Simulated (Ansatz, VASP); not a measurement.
## PbSe in VASP and in Ansatz

Contents of POSCAR:

```
PbSe
1.0
    0.0000000000      3.1009263293      3.1009263293
    3.1009263293      0.0000000000      3.1009263293
    3.1009263293      3.1009263293      0.0000000000
Pb Se
1 1
Direct
    0.0000000000      0.0000000000      0.0000000000
    0.5000000000      0.5000000000      0.5000000000
```

Contents of INCAR.step1:

```
PREC     = Accurate       # precision mode
ENCUT    = 520            # plane-wave cutoff, eV
EDIFF    = 1E-5           # SCF threshold, eV
ISMEAR   = -1             # smearing method
SIGMA    = 0.05           # smearing width, eV
LREAL    = False          # projectors in reciprocal space
LASPH    = True           # aspherical terms in the spheres
NELM     = 100            # most SCF steps
ALGO     = Normal         # electronic algorithm
ISIF     = 2              # what is computed and relaxed
LWAVE    = True           # write WAVECAR
LCHARG   = False          # write CHGCAR
GGA      = PE             # functional
NBANDS   = 17             # bands
```

INCAR.step2

```
PREC     = Accurate       # precision mode
ENCUT    = 520            # plane-wave cutoff, eV
EDIFF    = 1E-6           # SCF threshold, eV
ISMEAR   = -1             # smearing method
SIGMA    = 0.05           # smearing width, eV
LREAL    = False          # projectors in reciprocal space
LASPH    = True           # aspherical terms in the spheres
NELM     = 100            # most SCF steps
ALGO     = Normal         # electronic algorithm
ISIF     = 2              # what is computed and relaxed
LWAVE    = False          # write WAVECAR
LCHARG   = False          # write CHGCAR
METAGGA  = R2SCAN         # meta-GGA
LHFCALC  = True           # exact exchange
AEXX     = 0.1            # exact-exchange fraction
LMIXTAU  = True         
PRECFOCK = Normal       
ISTART   = 1            
NBANDS   = 17             # bands
```

File KPOINTS:

```
Automatic mesh
0
Gamma
  4 4 4
```

input.yaml

```yaml
crystal:
  lattice:
    - [0.0, 3.1009263293, 3.1009263293]
    - [3.1009263293, 0.0, 3.1009263293]
    - [3.1009263293, 3.1009263293, 0.0]
  atoms:
    - { symbol: Pb, position: [0.0, 0.0, 0.0] }
    - { symbol: Se, position: [0.5, 0.5, 0.5] }
hamiltonian:
  xc: r2scanh
  pseudopotentials: { kind: paw }
kpoints:
  mp_grid: { grid: [4, 4, 4] }
scf:
  occupations: { method: fermi_dirac, width: 0.05 }
output:
  forces: true
  stress: true
  eigenvalues: true
```

Alike in both runs: task single point; functional r2SCANh; k mesh 4 × 4 × 4; occupations fermi-dirac, width 0.05 eV; no spin polarisation.

|  | VASP | Ansatz |
| --- | --- | --- |
| version | VASP 6.6.1 | Ansatz 0.2.0 |
| potentials or method | VASP PAW PBE potentials, release 64 (Pb_d, Se) | Ansatz PAW |
| plane-wave cutoff (eV) | 520 | 500 |
| valence electrons in the cell | 20 | 30 |

Ansatz gave:

| Property | Result |
| --- | --- |
| gap on the k mesh at the Fermi level (eV) | 1.07 |
| least direct gap on the mesh (eV) | 1.07 |
| pressure (GPa) | -0.8 |

**Question.** Which values does VASP return?

**Answer.** gap on the k mesh at the Fermi level (eV): 1.10; least direct gap on the mesh (eV): 1.10; pressure (GPa): -0.8.

VASP's potentials were made for PBE, not for r2SCANh. VASP's potentials hold 20 valence electrons a cell and Ansatz's 30, so a difference there can come from the potentials and not from the codes.

The k mesh is coarse, so the values compare programs but aren't converged. Neither program's run includes spin-orbit coupling.
